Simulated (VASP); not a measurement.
Input of a VASP 6.6.1 run:

INCAR

```
SYSTEM = Gd
PREC     = Accurate       ! precision mode
ENCUT    = 520            ! plane-wave cutoff, eV
EDIFF    = 1E-8           ! SCF threshold, eV
ISMEAR   = -1             ! smearing method
SIGMA    = 0.08           ! smearing width, eV
LREAL    = .False.        ! projectors in reciprocal space
LASPH    = .True.         ! aspherical terms in the spheres
NELM     = 150            ! most SCF steps
ALGO     = Normal         ! electronic algorithm
ISIF     = 2              ! what is computed and relaxed
LWAVE    = .False.        ! write WAVECAR
LCHARG   = .False.        ! write CHGCAR
ISPIN    = 2              ! spin polarisation
MAGMOM   = 7              ! initial moments
LORBIT   = 11             ! projections on sites
LMAXMIX  = 6              ! l up to which the mixer works
GGA      = PE             ! functional
LEFG     = .True.       
NBANDS   = 19             ! bands
```

Contents of KPOINTS:

```
Automatic mesh
0
Gamma
  14 14 14
  0 0 0
```

Contents of POSCAR:

```
Gd
1.0
   -2.0417362962      2.0417362962      2.0417362962
    2.0417362962     -2.0417362962      2.0417362962
    2.0417362962      2.0417362962     -2.0417362962
Gd
1
Direct
    0.0000000000      0.0000000000      0.0000000000
```

Potentials or basis: VASP PAW PBE potentials, release 64 (Gd).

Command:

```console
$ cat potpaw_PBE.64/Gd/POTCAR > POTCAR
$ mpirun -np 1 vasp_std > vasp.out
```

Question: Estimate the net moment.

Answer: 7.63 μB per cell.

Question: Predict the site moments.

Answer: Gd +6.99 μB.

Question: Predict the pressure.

Answer: -0.6 GPa.

Caveat: without QUAD_EFG the Cq values of the log hold for a quadrupole moment of 1 mb, not for the nuclei. The state reached can hang on the start; a lower one may exist.
